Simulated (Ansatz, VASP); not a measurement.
## Two plane-wave programs on TiAl

```
Ti Al
1.0
     3.17906    0.00000    0.00000
     0.00000    3.17906    0.00000
     0.00000    0.00000    3.17906
Ti Al
1 1
Direct
  0.00000 0.00000 0.00000
  0.50000 0.50000 0.50000
```

Alike in both runs: task single point; functional HSE06; k mesh 6 × 6 × 6; occupations fermi-dirac, width 0.05 eV; no spin polarisation.

|  | VASP | Ansatz |
| --- | --- | --- |
| version | VASP 6.6.1 | Ansatz 0.2.0 |
| potentials or method | VASP PAW PBE potentials, release 64 (Ti_sv, Al) | Ansatz PAW |
| plane-wave cutoff (eV) | 520 | 420 |
| valence electrons in the cell | 15 | 15 |

Ansatz gave:

```
gap on the k mesh at the Fermi level (eV) : none
pressure (GPa)                            : -2.0
```

**Question.** What did VASP give for the same quantities?

**Answer.** gap on the k mesh at the Fermi level (eV): none; pressure (GPa): -2.2.

A gap of «none» marks a metal or a gap that the smearing closes.
